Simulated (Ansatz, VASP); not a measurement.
**Zr2PdN4: VASP beside Ansatz**

```xyz
7
Lattice="-1.9384 1.9384 5.5583 1.9384 -1.9384 5.5583 1.9384 1.9384 -5.5583" Properties=species:S:1:pos:R:3 pbc="T T T"
Zr    0.0000    0.0000    4.0074
Zr    0.0000    0.0000    7.1092
Pd    0.0000    0.0000    0.0000
N     0.0000    1.9384    0.0000
N     1.9384    0.0000    0.0000
N     0.0000    0.0000    2.0261
N     0.0000    0.0000    9.0905
```

Alike in both runs: functional PBE; k mesh 14 × 14 × 14; occupations gaussian, width 0.1 eV; no spin polarisation.

Ansatz relaxed the structure, and its values are those at the end. VASP's run is a single point on that final structure, the one shown.

|  | VASP | Ansatz |
| --- | --- | --- |
| version | VASP 6.6.1 | Ansatz 0.2.0 |
| potentials or method | VASP PAW PBE potentials, release 64 (Zr_sv, Pd, N), cutoff 520 eV | scalar-relativistic, plane waves, PAW |
| valence electrons in the cell | 54 | 62 |

VASP gave:

```
gap on the k mesh at the Fermi level (eV) : none
pressure (GPa)                            : 0.1
rms of the force components (eV/Å)        : 0.019
```

Task: Which values does Ansatz return?

Result: gap on the k mesh at the Fermi level (eV): none; pressure (GPa): 0.0; rms of the force components (eV/Å): 0.001.

A gap of «none» marks a metal or a gap that the smearing closes. The functional is the same, so the differences come from potentials, cutoffs and numerics. VASP's potentials hold 54 valence electrons a cell and Ansatz's 62, so a difference there can come from the potentials and not from the codes.
